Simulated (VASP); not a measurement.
# C (Fmmm) in VASP: notebook

The runs below take C through single point, with PBE+D3(BJ).

Program: VASP 6.6.1. These are calculated values, not measurements. Logs are shortened: lines on timing, memory, paths and dates and some standing lists are left out, and cuts for length are marked.

## Step 1: The cell of the first run

It takes space group Fmmm (No. 69, orthorhombic). The conventional cell has a = 2.545 Å, b = 3.844 Å, c = 7.016 Å, α = 90.00°, β = 90.00°, γ = 90.00°. C (site symmetry m2m) has 3 C at 1.28 to 1.42 Å within 1.7 Å.

## Step 2: Single point, PBE+D3(BJ)

INCAR

```
  PREC = Accurate
  ENCUT = 520
  EDIFF = 1E-7
  ISMEAR = 0
  SIGMA = 0.03
  LREAL = False
  LASPH = True
  NELM = 100
  ALGO = Normal
  ISIF = 2
  LWAVE = False
  LCHARG = False
  GGA = PE
  IVDW = 12
  NBANDS = 11
```

KPOINTS

```
regular mesh
0
Gamma
  18 18 18
```

POSCAR

```
C
1.0
    0.0000000000      1.9221406835      3.5080255019
    1.2727426491      0.0000000000      3.5080255019
    1.2727426491      1.9221406835      0.0000000000
C
2
Direct
    0.1666966007      0.8333033993      0.1666966007
    0.8333033993      0.1666966007      0.8333033993
```

Potentials or basis: VASP PAW PBE potentials, release 64 (C).

The run is started by

```bash
$ cat potpaw_PBE.64/C/POTCAR > POTCAR
$ mpirun -np 1 vasp_std > vasp.out
```

OUTCAR:

```text
PREC = Accurate
   ENCUT = 520
   EDIFF = 1E-7
   ISMEAR = 0
   LREAL = False
   LASPH = True
   NELM = 100
   ISIF = 2
   GGA = PE
   IVDW = 12
 IVDW          = 12

 ion  position               nearest neighbor table
   1  0.167  0.833  0.167-   2 1.28   2 1.42   2 1.42
   2  0.833  0.167  0.833-   1 1.28   1 1.42   1 1.42

  LATTYP: Found a face centered orthorhombic cell.
 ALAT       =     2.5454852982
 B/A-ratio  =     1.5102351484
 C/A-ratio  =     2.7562724518

  Lattice vectors:

 A1 = (   0.0000000000,   1.9221406835,   3.5080255019)
 A2 = (   1.2727426491,   0.0000000000,   3.5080255019)
 A3 = (   1.2727426491,   1.9221406835,   0.0000000000)

Analysis of symmetry for initial positions (statically):
=====================================================================
 Subroutine PRICEL returns:
 Original cell was already a primitive cell.

 Routine SETGRP: Setting up the symmetry group for a
 face centered orthorhombic supercell.

 Subroutine GETGRP returns: Found  8 space group operations
 (whereof  8 operations were pure point group operations)
 out of a pool of  8 trial point group operations.

The static configuration has the point symmetry D_2h.

Analysis of symmetry for dynamics (positions and initial velocities):
=====================================================================
 Subroutine PRICEL returns:
 Original cell was already a primitive cell.

 Routine SETGRP: Setting up the symmetry group for a
 face centered orthorhombic supercell.

 Subroutine GETGRP returns: Found  8 space group operations
 (whereof  8 operations were pure point group operations)
 out of a pool of  8 trial point group operations.

The dynamic configuration has the point symmetry D_2h.

 Subroutine INISYM returns: Found  8 space group operations
 (whereof  8 operations are pure point group operations),
 and found     1 'primitive' translations

----------------------------------------------------------------------------------------

                                     Primitive cell

  volume of cell :      17.1640

  direct lattice vectors                    reciprocal lattice vectors
     0.000000000  1.922140683  3.508025502    -0.392852397  0.260126641  0.142530321
     1.272742649  0.000000000  3.508025502     0.392852397 -0.260126641  0.142530321
     1.272742649  1.922140683  0.000000000     0.392852397  0.260126641 -0.142530321

  length of vectors
     4.000108465  3.731771265  2.305319643     0.492253763  0.492253763  0.492253763

  position of ions in fractional coordinates (direct lattice)
     0.166696601  0.833303399  0.166696601
     0.833303399  0.166696601  0.833303399
[... 88 lines left out ...]
   NELECT =       8.0000    total number of electrons
   NUPDOWN=      -1.0000    fix difference up-down
   EMIN   =  10.00;   EMAX   =-10.00  energy-range for DOS
   EFERMI =   0.00;   METHOD = LEGACY
   ISMEAR =     0;   SIGMA  =   0.03  broadening in eV -4-tet -1-fermi 0-gaus
   EFERMI_NEDOS =   21; number of points for ismear=-14 and -15
   IALGO  =     38    algorithm
   IMIX   =      4    mixing-type and parameters
     AMIX     =   0.40;   BMIX     =  1.00
     AMIX_MAG =   1.60;   BMIX_MAG =  1.00
  volume/ion in A,a.u.               =       8.58        57.91
  Fermi-wavevector in a.u.,A,eV,Ry     =   1.269303  2.398635 21.920758  1.611130
  Thomas-Fermi vector in A             =   2.402352
   LORBIT       =      0    0 simple, 1 ext, 2 COOP (PROOUT), +10 PAW based schemes
   GGA     = PE    functional components
   LHFCALC =     F    Hartree Fock is set to
   AEXX    =    0.0000 exact exchange contribution
   IVDW    =    12    specifies the selected vdW correction
   LEPSILON=     F    determine dielectric tensor
   LRPA    =     F    only Hartree local field effects (RPA)
 non-spin polarized calculation
 Gauss-broadening in eV      SIGMA  =   0.03
  energy-cutoff  :      520.00
  volume of cell :       17.16
 maximum number of plane-waves:       474
 NGX is ok and might be reduce to    30

 number of electron       8.0000001 magnetization

 Free energy of the ion-electron system (eV)
  ---------------------------------------------------
  ext. energy  EPLUGINS =         0.00000000
  ---------------------------------------------------
  free energy    TOTEN  =       -17.69941478 eV

  energy without entropy =      -17.69940874  energy(sigma->0) =      -17.69941176

 E-fermi :   5.3739     XC(G=0): -10.2233

 val. band max:        5.3461256199   @ k =   0.5000  -0.1111   0.3889
 cond. band min:       5.4125811383   @ k =   0.0000   0.3889   0.3889
 fundamental gap:      0.0664555184
 Fermi energy:         5.3739384615

 k-point     1 :       0.0000    0.0000    0.0000
  band No.  band energies     occupation
      1     -15.5715      2.00000
      2      -2.6485      2.00000
      3       1.9960      2.00000
      4       2.0627      2.00000
      5       8.5075      0.00000
      6      12.5056      0.00000
      7      14.3232      0.00000
      8      17.5433      0.00000
      9      22.1057      0.00000
     10      28.7157      0.00000
     11      29.7446      0.00000
[... 309 lines left out ...]
 k-point    24 :      -0.2222    0.0556   -0.0000
  band No.  band energies     occupation
      1     -13.7504      2.00000
      2      -3.7691      2.00000
      3      -0.6833      2.00000
      4       0.2276      2.00000
      5      10.9325      0.00000
      6      11.6786      0.00000
      7      15.3479      0.00000
      8      18.6838      0.00000
      9      23.8594      0.00000
     10      24.3538      0.00000
     11      29.8507      0.00000

 [... further k-points ...]

------------------------ aborting loop because EDIFF is reached ----------------------------------------

 Edisp (eV)   -0.27600

 E8    (eV) :    -0.0778

  FORCE on cell =-STRESS in cart. coord.  units (eV):
  Direction    XX          YY          ZZ          XY          YZ          ZX
  --------------------------------------------------------------------------------------
  -------------------------------------------------------------------------------------
  Total      -1.22026    14.80057    -0.12238     0.00000     0.00000     0.00000
  in kB    -113.90585  1381.56213   -11.42333     0.00000     0.00000     0.00000
  external pressure =      418.74 kB  Pullay stress =        0.00 kB

 VOLUME and BASIS-vectors are now :
 -----------------------------------------------------------------------------
  energy-cutoff  :      520.00
  volume of cell :       17.16
      direct lattice vectors                 reciprocal lattice vectors
     0.000000000  1.922140683  3.508025502    -0.392852397  0.260126641  0.142530321
     1.272742649  0.000000000  3.508025502     0.392852397 -0.260126641  0.142530321
     1.272742649  1.922140683  0.000000000     0.392852397  0.260126641 -0.142530321

 POSITION                                       TOTAL-FORCE (eV/Angst)
 -----------------------------------------------------------------------------------
      1.27274      0.64083      3.50803         0.000000      3.753132      0.000000
      1.27274      3.20345      3.50803         0.000000     -3.753132      0.000000
 -----------------------------------------------------------------------------------
    total drift:                                0.000000      0.000000     -0.000000

  FREE ENERGIE OF THE ION-ELECTRON SYSTEM (eV)
  ---------------------------------------------------
  free  energy   TOTEN  =       -17.9754178913 eV

  energy  without entropy=      -17.9754118555  energy(sigma->0) =      -17.97541487
```

stdout:

```text
POSCAR found type information on POSCAR C
 POSCAR found :  1 types and       2 ions
 scaLAPACK will be used
 LDA part: xc-table for (Slater+PW92), standard interpolation
 POSCAR, INCAR and KPOINTS ok, starting setup
 FFT: planning ... GRIDC
 FFT: planning ... GRID_SOFT
 FFT: planning ... GRID
 WAVECAR not read
 entering main loop
```

It took 2.1 min on 1 thread of Intel Xeon Platinum 8488C (Sapphire Rapids), shared host; peak memory 0.25 GiB.

What came out:

```yaml
Free_energy: -17.9754 eV
Pressure: 41.9 GPa
Largest_force: 3.753 eV/Å
Band_gap_on_the_k_mesh: 0.07 eV, indirect (least direct gap 0.13 eV)
Dispersion_energy_per_atom: -0.138 eV
```

Forces in eV/Å, atoms in the order of the input:
```
C    0.000  3.753  0.000
C    0.000 -3.753  0.000
```

Caveat: forces of over 1 eV/Å act on the atoms, so gaps and moduli don't describe the material at rest.

## Step 3: Single point, PBE+D3(BJ)

This run uses another cell than the first one, of the same volume but with other edges.

INCAR

```
  PREC = Accurate
  ENCUT = 520
  EDIFF = 1E-7
  ISMEAR = 0
  SIGMA = 0.03
  LREAL = F
  LASPH = T
  NELM = 80
  ALGO = Normal
  ISIF = 2
  LWAVE = F
  LCHARG = F
  GGA = PE
  IVDW = 12
  NBANDS = 11
```

KPOINTS

```
Automatic mesh
0
Gamma
  18 18 18
```

POSCAR

```
C
1.0
    0.0000000000      2.1700390787      3.3015779085
    1.1978416380      0.0000000000      3.3015779085
    1.1978416380      2.1700390787      0.0000000000
C
2
Direct
    0.1666966007      0.8333033993      0.1666966007
    0.8333033993      0.1666966007      0.8333033993
```

Potentials or basis: VASP PAW PBE potentials, release 64 (C).

The run is started by

```bash
$ cat potpaw_PBE.64/C/POTCAR > POTCAR
$ mpirun -np 1 vasp_std > vasp.out
```

Run time: 1.9 min. Hardware: 1 thread of Intel Xeon Platinum 8488C (Sapphire Rapids), shared host; peak memory 0.25 GiB.

It converged, with:

| Property | Result |
| --- | --- |
| Free energy | -18.6701 eV |
| Pressure | 7.0 GPa |
| Largest force | 0.528 eV/Å |
| Band gap on the k mesh | 0.06 eV, indirect (least direct gap 0.11 eV) |
| Dispersion energy per atom | -0.159 eV |

Forces on the atoms (eV/Å):
```
C    0.000 -0.528  0.000
C    0.000  0.528  0.000
```

Stress tensor (GPa, compression positive):
```
 31.86   0.00   0.00
  0.00 -12.20   0.00
  0.00   0.00   1.19
```

Levels at points of the mesh, in eV from the valence-band top:
| k point | band 1 | band 2 | band 3 | band 4 | band 5 | band 6 | band 7 | band 8 | band 9 |
| --- | --- | --- | --- | --- | --- | --- | --- | --- | --- |
| (0.00, 0.00, 0.00) | -19.96 | -6.72 | -3.27 | -2.98 | 4.22 | 7.58 | 8.93 | 11.50 | 13.15 |
| (0.50, 0.00, 0.00) | -14.22 | -13.51 | -6.80 | -2.32 | 1.51 | 6.91 | 12.61 | 13.91 | 19.41 |
| (0.50, 0.50, 0.00) | -19.62 | -8.84 | -3.24 | -3.02 | 7.70 | 8.81 | 10.76 | 11.56 | 12.95 |
| (0.50, 0.00, 0.50) | -15.05 | -13.48 | -6.03 | -2.09 | 2.58 | 8.78 | 10.76 | 11.25 | 18.76 |
| (0.00, 0.50, 0.50) | -14.79 | -13.28 | -6.09 | -3.66 | 0.73 | 8.34 | 14.26 | 17.37 | 19.06 |

## Step 4: Single point, PBE+D3(BJ)

This run uses another cell than the first one, of the same volume but with other edges.

INCAR

```
PREC = Accurate
ENCUT = 520
EDIFF = 1E-6
ISMEAR = 0
SIGMA = 0.03
LREAL = False
LASPH = True
NELM = 100
ALGO = Normal
ISIF = 2
LWAVE = False
LCHARG = False
GGA = PE
IVDW = 12
NBANDS = 11
```

KPOINTS

```
regular mesh
0
Gamma
  18 18 18
```

POSCAR

```
C
1.0
    0.0000000000      2.0423422763      3.4032281408
    1.2347212405      0.0000000000      3.4032281408
    1.2347212405      2.0423422763      0.0000000000
C
2
Direct
    0.1666966007      0.8333033993      0.1666966007
    0.8333033993      0.1666966007      0.8333033993
```

Potentials or basis: VASP PAW PBE potentials, release 64 (C).

The run is started by

```bash
$ cat potpaw_PBE.64/C/POTCAR > POTCAR
$ mpirun -np 1 vasp_std > vasp.out
```

OUTCAR:

```text
PREC = Accurate
   ENCUT = 520
   EDIFF = 1E-6
   ISMEAR = 0
   LREAL = False
   LASPH = True
   NELM = 100
   ISIF = 2
   GGA = PE
   IVDW = 12
 IVDW          = 12

 ion  position               nearest neighbor table
   1  0.167  0.833  0.167-   2 1.36   2 1.41   2 1.41
   2  0.833  0.167  0.833-   1 1.36   1 1.41   1 1.41

  LATTYP: Found a face centered orthorhombic cell.
 ALAT       =     2.4694424810
 B/A-ratio  =     1.6540917977
 C/A-ratio  =     2.7562724518

  Lattice vectors:

 A1 = (   0.0000000000,   2.0423422763,   3.4032281408)
 A2 = (   1.2347212405,   0.0000000000,   3.4032281408)
 A3 = (   1.2347212405,   2.0423422763,   0.0000000000)

Analysis of symmetry for initial positions (statically):
=====================================================================
 Subroutine PRICEL returns:
 Original cell was already a primitive cell.

 Routine SETGRP: Setting up the symmetry group for a
 face centered orthorhombic supercell.

 Subroutine GETGRP returns: Found  8 space group operations
 (whereof  8 operations were pure point group operations)
 out of a pool of  8 trial point group operations.

The static configuration has the point symmetry D_2h.

Analysis of symmetry for dynamics (positions and initial velocities):
=====================================================================
 Subroutine PRICEL returns:
 Original cell was already a primitive cell.

 Routine SETGRP: Setting up the symmetry group for a
 face centered orthorhombic supercell.

 Subroutine GETGRP returns: Found  8 space group operations
 (whereof  8 operations were pure point group operations)
 out of a pool of  8 trial point group operations.

The dynamic configuration has the point symmetry D_2h.

 Subroutine INISYM returns: Found  8 space group operations
 (whereof  8 operations are pure point group operations),
 and found     1 'primitive' translations

----------------------------------------------------------------------------------------

[... 121 lines left out ...]
   LEPSILON=     F    determine dielectric tensor
   LRPA    =     F    only Hartree local field effects (RPA)
 non-spin polarized calculation
 Gauss-broadening in eV      SIGMA  =   0.03
  energy-cutoff  :      520.00
  volume of cell :       17.16
 maximum number of plane-waves:       480
 NGX is ok and might be reduce to    30

 number of electron       8.0000000 magnetization

 Free energy of the ion-electron system (eV)
  ---------------------------------------------------
  ext. energy  EPLUGINS =         0.00000000
  ---------------------------------------------------
  free energy    TOTEN  =       -18.29939931 eV

  energy without entropy =      -18.29937330  energy(sigma->0) =      -18.29938631

 E-fermi :   4.8193     XC(G=0): -10.3498

 val. band max:        4.8130011444   @ k =  -0.1111   0.2222   0.3333
 cond. band min:       4.8300225311   @ k =  -0.1111   0.2222   0.3333
 fundamental gap:      0.0170213868
 Fermi energy:         4.8193293947

 k-point     1 :       0.0000    0.0000    0.0000
  band No.  band energies     occupation
      1     -15.2141      2.00000
      2      -2.1524      2.00000
      3       1.9002      2.00000
      4       2.0399      2.00000
      5       8.8632      0.00000
      6      13.2216      0.00000
      7      14.0809      0.00000
      8      17.0850      0.00000
      9      19.2618      0.00000
     10      28.5166      0.00000
     11      30.1643      0.00000
[... 309 lines left out ...]
 k-point    24 :      -0.2222    0.0556   -0.0000
  band No.  band energies     occupation
      1     -13.3518      2.00000
      2      -3.4284      2.00000
      3      -0.2447      2.00000
      4      -0.1965      2.00000
      5      11.2321      0.00000
      6      11.6164      0.00000
      7      14.0136      0.00000
      8      19.7472      0.00000
      9      22.3029      0.00000
     10      23.7305      0.00000
     11      29.2296      0.00000

 [... further k-points ...]

------------------------ aborting loop because EDIFF is reached ----------------------------------------

 Edisp (eV)   -0.30381

 E8    (eV) :    -0.0859

  FORCE on cell =-STRESS in cart. coord.  units (eV):
  Direction    XX          YY          ZZ          XY          YZ          ZX
  --------------------------------------------------------------------------------------
  -------------------------------------------------------------------------------------
  Total       0.94806     5.95284    -0.03147     0.00000     0.00000     0.00000
  in kB      88.49666   555.66945    -2.93786     0.00000     0.00000     0.00000
  external pressure =      213.74 kB  Pullay stress =        0.00 kB

 VOLUME and BASIS-vectors are now :
 -----------------------------------------------------------------------------
  energy-cutoff  :      520.00
  volume of cell :       17.16
      direct lattice vectors                 reciprocal lattice vectors
     0.000000000  2.042342276  3.403228141    -0.404949703  0.244816947  0.146919331
     1.234721241  0.000000000  3.403228141     0.404949703 -0.244816947  0.146919331
     1.234721241  2.042342276  0.000000000     0.404949703  0.244816947 -0.146919331

 POSITION                                       TOTAL-FORCE (eV/Angst)
 -----------------------------------------------------------------------------------
      1.23472      0.68090      3.40323         0.000000      0.848112      0.000000
      1.23472      3.40378      3.40323         0.000000     -0.848112      0.000000
 -----------------------------------------------------------------------------------
    total drift:                                0.000000      0.000000     -0.000000

  FREE ENERGIE OF THE ION-ELECTRON SYSTEM (eV)
  ---------------------------------------------------
  free  energy   TOTEN  =       -18.6032137723 eV

  energy  without entropy=      -18.6031877638  energy(sigma->0) =      -18.60320077
```

OSZICAR:

```text
N       E                     dE             d eps       ncg     rms          rms(c)
DAV:   1     0.658999856622E+00    0.65900E+00   -0.41413E+03 19436   0.650E+02
DAV:   2    -0.193148802683E+02   -0.19974E+02   -0.19122E+02 25041   0.121E+02
DAV:   3    -0.197545560263E+02   -0.43968E+00   -0.43878E+00 24167   0.144E+01
DAV:   4    -0.197560922643E+02   -0.15362E-02   -0.15361E-02 22528   0.104E+00
DAV:   5    -0.197560982851E+02   -0.60208E-05   -0.60204E-05 24411   0.587E-02    0.687E+00
DAV:   6    -0.186453160760E+02    0.11108E+01   -0.94491E-01 22051   0.573E+00    0.400E+00
DAV:   7    -0.182949448237E+02    0.35037E+00   -0.10629E+00 22570   0.612E+00    0.118E+00
DAV:   8    -0.182996845879E+02   -0.47398E-02   -0.26786E-02 21393   0.105E+00    0.154E-01
DAV:   9    -0.182993169746E+02    0.36761E-03   -0.85658E-04 23012   0.187E-01    0.667E-02
DAV:  10    -0.182993956316E+02   -0.78657E-04   -0.16522E-04 21555   0.919E-02    0.308E-02
DAV:  11    -0.182993989785E+02   -0.33470E-05   -0.98611E-06 22800   0.195E-02    0.357E-03
DAV:  12    -0.182993993127E+02   -0.33415E-06   -0.59072E-07 21854   0.596E-03
   1 F= -.18603214E+02 E0= -.18603201E+02  d E =-.260085E-04
```

stdout:

```text
POSCAR found type information on POSCAR C
 POSCAR found :  1 types and       2 ions
 scaLAPACK will be used
 LDA part: xc-table for (Slater+PW92), standard interpolation
 POSCAR, INCAR and KPOINTS ok, starting setup
 FFT: planning ... GRIDC
 FFT: planning ... GRID_SOFT
 FFT: planning ... GRID
 WAVECAR not read
 entering main loop
```

Run time: 1.8 min. Hardware: 1 thread of Intel Xeon Platinum 8488C (Sapphire Rapids), shared host; peak memory 0.25 GiB.

What came out:

- Free energy: -18.6032 eV
- Pressure: 21.4 GPa
- Largest force: 0.848 eV/Å
- Band gap on the k mesh: 0.02 eV, direct
- Dispersion energy per atom: -0.152 eV

Forces on the atoms (eV/Å):
```
C    0.000  0.848  0.000
C    0.000 -0.848  0.000
```

Stress tensor (GPa, compression positive):
```
 8.85  0.00  0.00
 0.00 55.57  0.00
 0.00  0.00 -0.29
```

Levels at points of the mesh, in eV from the valence-band top:
```tsv
k point	band 1	band 2	band 3	band 4	band 5	band 6	band 7	band 8	band 9
(0.00, 0.00, 0.00)	-20.03	-6.97	-2.91	-2.77	4.05	8.41	9.27	12.27	14.45
(0.50, 0.00, 0.00)	-14.60	-13.46	-6.15	-2.57	1.83	8.75	12.78	13.64	19.59
(0.50, 0.50, 0.00)	-19.77	-8.75	-2.94	-2.77	8.32	9.23	10.13	12.46	14.36
(0.50, 0.00, 0.50)	-13.93	-13.65	-6.93	-1.24	2.46	7.21	11.85	11.90	17.97
(0.00, 0.50, 0.50)	-13.74	-13.52	-6.98	-2.52	1.17	6.86	13.86	17.80	21.25
```

## Step 5: The runs side by side

```tsv
cell	gap on the mesh (eV)	pressure (GPa)	largest force (eV/Å)
a = 4.000, b = 3.732, c = 2.305 Å, angles 79.1, 66.4, 34.5°, 2 atoms	0.07	41.9	3.75
a = 3.951, b = 3.512, c = 2.479 Å, angles 80.5, 61.3, 38.2°, 2 atoms	0.06	7.0	0.53
a = 3.969, b = 3.620, c = 2.387 Å, angles 79.8, 63.9, 36.3°, 2 atoms	0.02	21.4	0.85
```

Alike in all rows: task single point; level PBE+D3(BJ); potentials or basis VASP PAW PBE potentials, release 64 (C); no spin polarisation; k mesh 18 × 18 × 18; cutoff (eV) 520; smearing gaussian 0.03 eV.

Caveats: forces of over 1 eV/Å act on the atoms, so gaps and moduli don't describe the material at rest (some runs).

Total energies depend on the potentials used, so only differences within one code and one set of settings carry meaning.
